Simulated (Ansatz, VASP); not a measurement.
**Ga3Se: VASP beside Ansatz**

```xyz
4
Lattice="4.0999 0.0000 0.0000 0.0000 4.0999 0.0000 0.0000 0.0000 5.0348" Properties=species:S:1:pos:R:3 pbc="T T T"
Ga    0.0000    2.0500    2.5174
Ga    2.0500    0.0000    2.5174
Ga    2.0500    2.0500    0.0000
Se    0.0000    0.0000    0.0000
```

Alike in both runs: functional PBE; k mesh 4 × 4 × 4; occupations gaussian, width 0.1 eV; no spin polarisation.

Ansatz relaxed the structure, and its values are those at the end. VASP's run is a single point on that final structure, the one shown.

|  | VASP | Ansatz |
| --- | --- | --- |
| version | VASP 6.6.1 | Ansatz 0.2.0 |
| potentials or method | VASP PAW PBE potentials, release 64 (Ga_d, Se), cutoff 520 eV | scalar-relativistic, plane waves, PAW |
| valence electrons in the cell | 45 | 55 |

|  | VASP | Ansatz | Ansatz less VASP |
| --- | --- | --- | --- |
| gap on the k mesh at the Fermi level (eV) | none | none | - |
| pressure (GPa) | 0.1 | 0.0 | -0.06 |

A gap of «none» marks a metal or a gap that the smearing closes. VASP's potentials hold 45 valence electrons a cell and Ansatz's 55, so a difference there can come from the potentials and not from the codes.

The k mesh is coarse, so the values compare programs but aren't converged.
